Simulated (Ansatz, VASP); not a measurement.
**Two plane-wave programs on Sr**

INCAR

```
  PREC = Accurate
  ENCUT = 520
  EDIFF = 1E-6
  ISMEAR = 0
  SIGMA = 0.03
  LREAL = False
  LASPH = True
  NELM = 80
  ALGO = Normal
  ISIF = 2
  LWAVE = False
  LCHARG = False
  GGA = PS
  NBANDS = 11
```

The input KPOINTS:

```
regular mesh
0
Gamma
  10 10 10
```

The input POSCAR:

```
Sr
1.0
    0.0000000000      2.9206560000      3.1640440000
    2.9206560000      0.0000000000      3.1640440000
    2.9206560000      2.9206560000      0.0000000000
Sr
1
Direct
    0.0000000000      0.0000000000      0.0000000000
```

Input for Ansatz:

```yaml
crystal:
  lattice:
    - [0.0, 2.920656, 3.164044]
    - [2.920656, 0.0, 3.164044]
    - [2.920656, 2.920656, 0.0]
  atoms:
    - { symbol: Sr, position: [0.0, 0.0, 0.0] }
basis:
  ecutwfc: 420
kpoints:
  mp_grid: { grid: [10, 10, 10] }
hamiltonian:
  xc: pbesol
scf:
  occupations: { method: gaussian, width: 0.03 }
output:
  forces: true
  stress: true
  eigenvalues: true
```

Change from the starting cell: strain -0.040 along x and y, +0.040 along z, atoms carried along.

Alike in both runs: task single point; functional PBEsol; k mesh 10 × 10 × 10; occupations gaussian, width 0.03 eV; no spin polarisation.

|  | VASP | Ansatz |
| --- | --- | --- |
| version | VASP 6.6.1 | Ansatz 0.2.0 |
| potentials or method | VASP PAW PBE potentials, release 64 (Sr_sv), cutoff 520 eV | scalar-relativistic, plane waves, PAW |
| valence electrons in the cell | 10 | 10 |

|  | VASP | Ansatz | Ansatz less VASP |
| --- | --- | --- | --- |
| gap on the k mesh at the Fermi level (eV) | none | none | - |
| pressure (GPa) | -0.5 | -0.5 | -0.01 |
| traceless stress, the component that is largest in VASP (GPa) | -0.33 | -0.33 | +0.002 |

VASP's potentials were made for PBE, not for PBEsol. A gap of «none» marks a metal or a gap that the smearing closes.
